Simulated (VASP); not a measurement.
Input of a VASP 6.6.1 run:

INCAR

```
SYSTEM = In2Te2S
PREC = Accurate ; ENCUT = 600
EDIFF = 1E-7 ; ISMEAR = 0
SIGMA = 0.1 ; LREAL = .False.
LASPH = .True. ; NELM = 60
ALGO = Normal ; ISIF = 3
LWAVE = .False. ; LCHARG = .False.
GGA = PE ; IBRION = 2
NSW = 90 ; EDIFFG = -0.04
```

File KPOINTS:

```
Automatic mesh
0
Gamma
  4 4 4
  0 0 0
```

The input POSCAR:

```
In2Te2S
1.0
    4.8911166500      0.0000000000      0.0000000000
    0.0000000000      4.8911166500      0.0000000000
    0.0000000000      0.0000000000      6.8247977100
In Te S
2 2 1
Direct
    0.5000000000      0.0000000000      0.0000000000
    0.0000000000      0.5000000000      0.0000000000
    0.0000000000      0.0000000000      0.0000000000
    0.5000000000      0.5000000000      0.5000000000
    0.0000000000      0.0000000000      0.5000000000
```

Potentials or basis: VASP PAW PBE potentials, release 64 (In_d, Te, S).

The run is started by

```bash
$ cat potpaw_PBE.64/In_d/POTCAR potpaw_PBE.64/Te/POTCAR potpaw_PBE.64/S/POTCAR > POTCAR
$ mpirun -np 1 vasp_std > vasp.out
```

Problem. What does it give for the relaxed volume?

Solution. 34.50 Å³/atom.

Problem. Estimate the relaxed cell.

Solution. a = 5.911 Å, b = 5.911 Å, c = 4.936 Å, α = 90.00°, β = 90.00°, γ = 90.00°.

Final structure:
```cif
data_structure
_symmetry_space_group_name_H-M 'P 1'
_symmetry_Int_Tables_number 1
_cell_length_a 5.9114
_cell_length_b 5.9114
_cell_length_c 4.9360
_cell_angle_alpha 90.000
_cell_angle_beta 90.000
_cell_angle_gamma 90.000
_cell_volume 172.49
loop_
_atom_site_label
_atom_site_type_symbol
_atom_site_fract_x
_atom_site_fract_y
_atom_site_fract_z
_atom_site_occupancy
In1 In 0.50000 0.00000 0.00000 1
In2 In 0.00000 0.50000 0.00000 1
Te1 Te 0.00000 0.00000 0.00000 1
Te2 Te 0.50000 0.50000 0.50000 1
S1 S 0.00000 0.00000 0.50000 1
```

Caveat: a cell axis changed by over 15 % at a fixed basis, so the end point is rough.
